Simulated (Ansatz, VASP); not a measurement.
One calculation of Te3O2, two programs

```
Te O
1.0
     6.07811    0.00000    0.00000
    -3.03906    5.26380    0.00000
     0.00000    0.00000    3.73275
Te O
3 2
Cartesian
  3.0391 0.0000 1.8664
  -1.5195 2.6319 1.8664
  1.5195 2.6319 1.8664
  0.0000 0.0000 0.6290
  0.0000 0.0000 3.1037
```

Alike in both runs: functional PBE; k mesh 6 × 6 × 10; occupations gaussian, width 0.1 eV; no spin polarisation.

Ansatz relaxed the structure, and its values are those at the end. VASP's run is a single point on that final structure, the one shown.

|  | VASP | Ansatz |
| --- | --- | --- |
| version | VASP 6.6.1 | Ansatz 0.2.0 |
| potentials or method | VASP PAW PBE potentials, release 64 (Te, O), cutoff 520 eV | scalar-relativistic, plane waves, PAW |
| valence electrons in the cell | 30 | 60 |

|  | VASP | Ansatz | Ansatz less VASP |
| --- | --- | --- | --- |
| gap on the k mesh at the Fermi level (eV) | none | none | - |
| pressure (GPa) | 0.3 | 0.0 | -0.28 |
| rms of the force components (eV/Å) | 0.292 | 0.000 | -0.2919 |

A gap of «none» marks a metal or a gap that the smearing closes. One of these differences is far larger than is usual between the two programs; its cause wasn't traced. VASP's potentials hold 30 valence electrons a cell and Ansatz's 60, so a difference there can come from the potentials and not from the codes.

Neither program's run includes spin-orbit coupling. Noted on VASP's run: the standard files for N, O and F lose accuracy on very short bonds.
